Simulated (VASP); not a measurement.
The system is Rh.

```
CELL_PARAMETERS angstrom
4.81670 0.00000 0.00000
0.00000 4.81670 0.00000
0.00000 0.00000 4.81670
ATOMIC_POSITIONS crystal
Rh 0.50000 0.50000 0.50000
Rh 0.00000 0.00000 0.00000
Rh 0.25000 0.00000 0.50000
Rh 0.50000 0.25000 0.00000
Rh 0.50000 0.75000 0.00000
Rh 0.75000 0.00000 0.50000
Rh 0.00000 0.50000 0.75000
Rh 0.00000 0.50000 0.25000
```

- Program: VASP 6.6.1
- Task: relaxation of cell and atoms
- Functional: PBE
- Potentials or basis: VASP PAW PBE potentials, release 64 (Rh_pv)
- Cutoff: 600 eV
- k mesh: 4 × 4 × 4
- Occupations: gaussian, width 0.1 eV
- Spin: no spin polarisation

At the start: pressure 10.7 GPa; volume 13.97 Å³/atom.

Q: How do energy, volume and symmetry change on relaxing?

A: Over 3 steps the energy falls by 18.3 meV/atom and the volume is 14.57 Å³/atom (+4.3 %); space group Pm-3n (No. 223, to 0.1 Å) before and after.

The path:
```
step  energy change (eV)  largest force (eV/Å)  pressure (GPa)  volume (Å³)
   1              0.0000                0.0000           10.69       111.75
   2              0.5018                0.0000          -16.93       127.52
   3             -0.1464                0.0000           -0.29       116.53
```

Final structure:
```yaml
crystal:
  lattice:
    - [4.88441, 0.00000, 0.00000]
    - [0.00000, 4.88441, 0.00000]
    - [0.00000, 0.00000, 4.88441]
  atoms:
    - { symbol: Rh, position: [0.50000, 0.50000, 0.50000] }
    - { symbol: Rh, position: [0.00000, 0.00000, 0.00000] }
    - { symbol: Rh, position: [0.25000, 0.00000, 0.50000] }
    - { symbol: Rh, position: [0.50000, 0.25000, 0.00000] }
    - { symbol: Rh, position: [0.50000, 0.75000, 0.00000] }
    - { symbol: Rh, position: [0.75000, 0.00000, 0.50000] }
    - { symbol: Rh, position: [0.00000, 0.50000, 0.75000] }
    - { symbol: Rh, position: [0.00000, 0.50000, 0.25000] }
```
